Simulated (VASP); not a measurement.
# Ge3Pd (Pm-3m) in VASP: notebook

Runs on Ge3Pd. Level: PBE. Tasks: single point.

All numbers are computed with VASP 6.6.1; they aren't measurements. Logs are shortened: lines on timing, memory, paths and dates and some standing lists are left out, and cuts for length are marked.

## Step 1: The cell of the first run

The structure is cubic, space group Pm-3m (No. 221). The conventional cell has a = 4.057 Å, b = 4.057 Å, c = 4.057 Å, α = 90.00°, β = 90.00°, γ = 90.00°. Within 3.8 Å of Ge (site symmetry 4/mmm) lie 8 Ge at 2.87 Å and 4 Pd at 2.87 Å. Pd (site symmetry m-3m) has 12 Ge at 2.87 Å within 3.8 Å.

## Step 2: Single point, PBE

File INCAR:

```
SYSTEM = Ge3Pd
PREC     = Accurate       ! precision mode
ENCUT    = 500            ! plane-wave cutoff, eV
EDIFF    = 1E-6           ! SCF threshold, eV
ISMEAR   = 1              ! smearing method
SIGMA    = 0.05           ! smearing width, eV
LREAL    = .False.        ! projectors in reciprocal space
LASPH    = .True.         ! aspherical terms in the spheres
NELM     = 120            ! most SCF steps
ALGO     = Normal         ! electronic algorithm
ISIF     = 2              ! what is computed and relaxed
LWAVE    = .False.        ! write WAVECAR
LCHARG   = .False.        ! write CHGCAR
GGA      = PE             ! functional
NBANDS   = 34             ! bands
GGA_COMPAT= .False.
```

File KPOINTS:

```
Automatic mesh
0
Gamma
  6 6 6
  0 0 0
```

File POSCAR:

```
Ge3Pd
1.0
    4.0574681928      0.0000000000      0.0000000000
    0.0000000000      4.0574681928      0.0000000000
    0.0000000000      0.0000000000      4.0574681928
Ge Pd
3 1
Direct
    0.0000000000      0.5000000000      0.5000000000
    0.5000000000      0.0000000000      0.5000000000
    0.5000000000      0.5000000000      0.0000000000
    0.0000000000      0.0000000000      0.0000000000
```

Potentials or basis: VASP PAW PBE potentials, release 64 (Ge_d, Pd).

Started as:

```sh
$ cat potpaw_PBE.64/Ge_d/POTCAR potpaw_PBE.64/Pd/POTCAR > POTCAR
$ mpirun -np 1 vasp_std > vasp.out
```

OUTCAR:

```text
SYSTEM = Ge3Pd
   PREC = Accurate
   ENCUT = 500
   EDIFF = 1E-6
   ISMEAR = 1
   LREAL = .False.
   LASPH = .True.
   NELM = 120
   ISIF = 2
   GGA = PE

 ion  position               nearest neighbor table
   1  0.000  0.500  0.500-   2 2.87   3 2.87   4 2.87   3 2.87   4 2.87   2 2.87   4 2.87   4 2.87
                             2 2.87   3 2.87   3 2.87   2 2.87
   2  0.500  0.000  0.500-   1 2.87   3 2.87   4 2.87   3 2.87   4 2.87   1 2.87   3 2.87   3 2.87
                             1 2.87   4 2.87   4 2.87   1 2.87
   3  0.500  0.500  0.000-   1 2.87   2 2.87   4 2.87   1 2.87   2 2.87   2 2.87   4 2.87   2 2.87
                             1 2.87   4 2.87   1 2.87   4 2.87
   4  0.000  0.000  0.000-   1 2.87   2 2.87   3 2.87   1 2.87   2 2.87   1 2.87   3 2.87   1 2.87
                             2 2.87   3 2.87   2 2.87   3 2.87

  LATTYP: Found a simple cubic cell.
 ALAT       =     4.0574681928

  Lattice vectors:

 A1 = (   4.0574681928,   0.0000000000,   0.0000000000)
 A2 = (   0.0000000000,   4.0574681928,   0.0000000000)
 A3 = (   0.0000000000,   0.0000000000,   4.0574681928)

Analysis of symmetry for initial positions (statically):
=====================================================================
 Subroutine PRICEL returns:
 Original cell was already a primitive cell.

 Routine SETGRP: Setting up the symmetry group for a
 simple cubic supercell.

 Subroutine GETGRP returns: Found 48 space group operations
 (whereof 48 operations were pure point group operations)
 out of a pool of 48 trial point group operations.

The static configuration has the point symmetry O_h .

Analysis of symmetry for dynamics (positions and initial velocities):
=====================================================================
 Subroutine PRICEL returns:
 Original cell was already a primitive cell.

 Routine SETGRP: Setting up the symmetry group for a
 simple cubic supercell.

 Subroutine GETGRP returns: Found 48 space group operations
 (whereof 48 operations were pure point group operations)
 out of a pool of 48 trial point group operations.

The dynamic configuration has the point symmetry O_h .

 Subroutine INISYM returns: Found 48 space group operations
 (whereof 48 operations are pure point group operations),
 and found     1 'primitive' translations

----------------------------------------------------------------------------------------

                                     Primitive cell

  volume of cell :      66.7983

  direct lattice vectors                    reciprocal lattice vectors
     4.057468193  0.000000000  0.000000000     0.246459110  0.000000000  0.000000000
     0.000000000  4.057468193  0.000000000     0.000000000  0.246459110  0.000000000
     0.000000000  0.000000000  4.057468193     0.000000000  0.000000000  0.246459110

  length of vectors
     4.057468193  4.057468193  4.057468193     0.246459110  0.246459110  0.246459110

  position of ions in fractional coordinates (direct lattice)
     0.000000000  0.500000000  0.500000000
     0.500000000  0.000000000  0.500000000
     0.500000000  0.500000000  0.000000000
     0.000000000  0.000000000  0.000000000

  ion indices of the primitive-cell ions
   primitive index   ion index
                 1           1
                 2           2
                 3           3
                 4           4

----------------------------------------------------------------------------------------

 KPOINTS: Automatic mesh

Automatic generation of k-mesh.
 Grid dimensions read from file:
 generate k-points for:    6    6    6

 Generating k-lattice:

  Cartesian coordinates                     Fractional coordinates (reciprocal lattice)
     0.041076518  0.000000000  0.000000000     0.166666667  0.000000000  0.000000000
     0.000000000  0.041076518  0.000000000     0.000000000  0.166666667  0.000000000
     0.000000000  0.000000000  0.041076518     0.000000000  0.000000000  0.166666667

  Length of vectors
     0.041076518  0.041076518  0.041076518

  Shift w.r.t. Gamma in fractional coordinates (k-lattice)
     0.000000000  0.000000000  0.000000000

 Subroutine IBZKPT returns following result:
 ===========================================

 Found     20 irreducible k-points:

 Following reciprocal coordinates:
            Coordinates               Weight
  0.000000  0.000000  0.000000      1.000000
  0.166667  0.000000  0.000000      6.000000
  0.333333  0.000000  0.000000      6.000000
  0.500000  0.000000  0.000000      3.000000
  0.166667  0.166667  0.000000     12.000000
  0.333333  0.166667  0.000000     24.000000
[... 12 lines left out ...]
  0.500000  0.500000  0.333333      6.000000
  0.500000  0.500000  0.500000      1.000000
   k-points           NKPTS =     20   k-points in BZ     NKDIM =     20   number of bands    NBANDS=     34
   number of dos      NEDOS =    301   number of ions     NIONS =      4
   total plane-waves  NPLWV =  27000
   dimension x,y,z NGX =    30 NGY =   30 NGZ =   30
   dimension x,y,z NGXF=    60 NGYF=   60 NGZF=   60
   ions per type =               3   1
   NGX,Y,Z   is equivalent  to a cutoff of  12.29, 12.29, 12.29 a.u.
   NGXF,Y,Z  is equivalent  to a cutoff of  24.58, 24.58, 24.58 a.u.
 SYSTEM =  Ge3Pd
   PREC   = accura    normal or accurate (medium, high low for compatibility)
   ISTART =      0    job   : 0-new  1-cont  2-samecut
   ICHARG =      2    charge: 1-file 2-atom 10-const
   ISPIN  =      1    spin polarized calculation?
   LNONCOLLINEAR =      F non collinear calculations
   LSORBIT =      F    spin-orbit coupling
   LASPH  =      T    aspherical Exc in radial PAW
   ENCUT  =  500.0 eV  36.75 Ry    6.06 a.u.   7.40  7.40  7.40*2*pi/ulx,y,z
   NELM   =    120;   NELMIN=  2; NELMDL= -5     # of ELM steps
   EDIFF  = 0.1E-05   stopping-criterion for ELM
   LREAL  =      F    real-space projection
   EDIFFG = 0.1E-04   stopping-criterion for IOM
   NSW    =      0    number of steps for IOM
   IBRION =     -1    ionic relax: 0-MD 1-quasi-New 2-CG
   NFREE  =      0    steps in history (QN), initial steepest desc. (CG)
   ISIF   =      2    stress and relaxation
   ISYM   =      2    0-nonsym 1-usesym 2-fastsym
   POTIM  = 0.5000    time-step for ionic-motion
   TEBEG  =    0.0;   TEEND  =   0.0 temperature during run
   PSTRESS=    0.0 pullay stress
   NELECT =      52.0000    total number of electrons
   NUPDOWN=      -1.0000    fix difference up-down
   EMIN   =  10.00;   EMAX   =-10.00  energy-range for DOS
   EFERMI =   0.00;   METHOD = LEGACY
   ISMEAR =     1;   SIGMA  =   0.05  broadening in eV -4-tet -1-fermi 0-gaus
   EFERMI_NEDOS =   21; number of points for ismear=-14 and -15
   IALGO  =     38    algorithm
   IMIX   =      4    mixing-type and parameters
     AMIX     =   0.40;   BMIX     =  1.00
     AMIX_MAG =   1.60;   BMIX_MAG =  1.00
  volume/ion in A,a.u.               =      16.70       112.69
  Fermi-wavevector in a.u.,A,eV,Ry     =   1.505986  2.845900 30.857913  2.267993
  Thomas-Fermi vector in A             =   2.616762
   LORBIT       =      0    0 simple, 1 ext, 2 COOP (PROOUT), +10 PAW based schemes
   GGA     = PE    functional components
   LHFCALC =     F    Hartree Fock is set to
   AEXX    =    0.0000 exact exchange contribution
   IVDW    =     0    specifies the selected vdW correction
   LEPSILON=     F    determine dielectric tensor
   LRPA    =     F    only Hartree local field effects (RPA)
 non-spin polarized calculation
 Methfessel and Paxton  Order N= 1 SIGMA  =   0.05
  energy-cutoff  :      500.00
  volume of cell :       66.80
 maximum number of plane-waves:      1743
 NGX is ok and might be reduce to    30
   NGX = 15   NGY = 15   NGZ = 15

 number of electron      51.9999891 magnetization

 Free energy of the ion-electron system (eV)
  ---------------------------------------------------
  ext. energy  EPLUGINS =         0.00000000
  ---------------------------------------------------
  free energy    TOTEN  =       -18.34834626 eV

  energy without entropy =      -18.34582541  energy(sigma->0) =      -18.34750598

 E-fermi :   8.3147     XC(G=0): -12.0363

 val. band max:        8.2925358408   @ k =   0.5000   0.1667   0.0000
 cond. band min:       8.3155161640   @ k =   0.5000   0.3333   0.0000
 fundamental gap:      0.0229803232
 Fermi energy:         8.3146878569

 k-point     1 :       0.0000    0.0000    0.0000
  band No.  band energies     occupation
      1     -16.4843      2.00000
      2     -16.4843      2.00000
      3     -16.4843      2.00000
      4     -16.4732      2.00000
      5     -16.4091      2.00000
      6     -16.4091      2.00000
[... 26 lines left out ...]
     33      14.2180      0.00000
     34      17.5276      0.00000

 k-point     2 :       0.1667    0.0000    0.0000
  band No.  band energies     occupation
      1     -16.4824      2.00000
      2     -16.4715      2.00000
      3     -16.4715      2.00000
      4     -16.4643      2.00000
      5     -16.4076      2.00000
      6     -16.4014      2.00000
[... 26 lines left out ...]
     33      13.5610      0.00000
     34      17.5011      0.00000

 k-point     3 :       0.3333    0.0000    0.0000
  band No.  band energies     occupation
      1     -16.4782      2.00000
      2     -16.4426      2.00000
      3     -16.4363      2.00000
      4     -16.4363      2.00000
      5     -16.4042      2.00000
      6     -16.3822      2.00000
[... 26 lines left out ...]
     33      13.9346      0.00000
     34      17.4433      0.00000
[... 556 lines left out ...]
 k-point    19 :       0.5000    0.5000    0.3333
  band No.  band energies     occupation
      1     -16.4326      2.00000
      2     -16.4326      2.00000
      3     -16.4319      2.00000
      4     -16.4175      2.00000
      5     -16.4175      2.00000
      6     -16.4154      2.00000
[... 26 lines left out ...]
     33      16.4678      0.00000
     34      20.1804      0.00000

 k-point    20 :       0.5000    0.5000    0.5000
  band No.  band energies     occupation
      1     -16.4369      2.00000
      2     -16.4369      2.00000
      3     -16.4369      2.00000
      4     -16.4210      2.00000
      5     -16.4207      2.00000
      6     -16.4207      2.00000
[... 26 lines left out ...]
     33      16.3458      0.00000
     34      21.9828      0.00000

------------------------ aborting loop because EDIFF is reached ----------------------------------------

  FORCE on cell =-STRESS in cart. coord.  units (eV):
  Direction    XX          YY          ZZ          XY          YZ          ZX
  --------------------------------------------------------------------------------------
  -------------------------------------------------------------------------------------
  Total        2.8194325      2.8194325      2.8194325     -0.0000000      0.0000000     -0.0000000
  in kB       67.6249440     67.6249440     67.6249440     -0.0000000      0.0000000     -0.0000000
  external PRESSURE =      67.6249440 kB  Pullay stress =       0.0000000 kB

 VOLUME and BASIS-vectors are now :
 -----------------------------------------------------------------------------
  energy-cutoff  :      500.00
  volume of cell :       66.80
      direct lattice vectors                 reciprocal lattice vectors
     4.057468193  0.000000000  0.000000000     0.246459110  0.000000000  0.000000000
     0.000000000  4.057468193  0.000000000     0.000000000  0.246459110  0.000000000
     0.000000000  0.000000000  4.057468193     0.000000000  0.000000000  0.246459110

 POSITION                                       TOTAL-FORCE (eV/Angst)
 -----------------------------------------------------------------------------------
      0.00000      2.02873      2.02873         0.000000      0.000000      0.000000
      2.02873      0.00000      2.02873         0.000000      0.000000      0.000000
      2.02873      2.02873      0.00000         0.000000      0.000000      0.000000
      0.00000      0.00000      0.00000         0.000000      0.000000      0.000000
 -----------------------------------------------------------------------------------
    total drift:                                0.000000      0.000000     -0.000000

  FREE ENERGIE OF THE ION-ELECTRON SYSTEM (eV)
  ---------------------------------------------------
  free  energy   TOTEN  =       -18.3483462635 eV

  energy  without entropy=      -18.3458254104  energy(sigma->0) =      -18.34750598
```

Wall time 46 s (1 thread of Intel Xeon Platinum 8259CL at 2.50GHz (Skylake/Cascade Lake), shared host); peak memory 0.19 GiB.

Results:

```yaml
Free_energy: -18.3483 eV
Pressure: 6.8 GPa
Band_gap_on_the_k_mesh: zero (bands 26 and 27 overlap by 1.66 eV)
```

Caveat: the cell stands under pressure.

## Step 3: Single point, PBE

This run uses another cell than the first one, of 17.05 Å³/atom.

File INCAR:

```
PREC = Accurate
ENCUT = 500
EDIFF = 1E-6
ISMEAR = 1
SIGMA = 0.05
LREAL = F
LASPH = T
NELM = 120
ALGO = Normal
ISIF = 2
LWAVE = F
LCHARG = F
GGA = PE
NBANDS = 34
GGA_COMPAT = F
```

File KPOINTS:

```
Automatic mesh
0
Gamma
  6 6 6
```

File POSCAR:

```
Ge3Pd
1.0
    4.0860428539      0.0000000000      0.0000000000
    0.0000000000      4.0860428539      0.0000000000
    0.0000000000      0.0000000000      4.0860428539
Ge Pd
3 1
Direct
    0.0000000000      0.5000000000      0.5000000000
    0.5000000000      0.0000000000      0.5000000000
    0.5000000000      0.5000000000      0.0000000000
    0.0000000000      0.0000000000      0.0000000000
```

Potentials or basis: VASP PAW PBE potentials, release 64 (Ge_d, Pd).

Started as:

```sh
$ cat potpaw_PBE.64/Ge_d/POTCAR potpaw_PBE.64/Pd/POTCAR > POTCAR
$ mpirun -np 1 vasp_std > vasp.out
```

It took 57 s on 1 thread of Intel Xeon Platinum 8259CL at 2.50GHz (Skylake/Cascade Lake), shared host; peak memory 0.19 GiB.

The run converged. Its results:

```yaml
Free_energy: -18.3999 eV
Pressure: 4.6 GPa
Band_gap_on_the_k_mesh: zero (bands 26 and 27 overlap by 1.63 eV)
```

Levels at points of the mesh, in eV from the Fermi level:
```csv
k point,band 24,band 25,band 26,band 27,band 28,band 29
"(0.00, 0.00, 0.00)",-2.78,-1.51,-1.51,0.83,3.08,3.08
"(0.50, 0.00, 0.00)",-0.35,-0.35,-0.03,-0.03,0.53,0.80
"(0.50, 0.50, 0.00)",-2.17,-0.02,0.04,1.05,1.05,2.55
"(0.50, 0.50, 0.50)",-2.40,-1.59,-1.59,-1.59,-0.34,7.77
```

Caveat: the cell stands under pressure.

The gap in the log of VASP goes by the Fermi energy; the results here count the filled bands.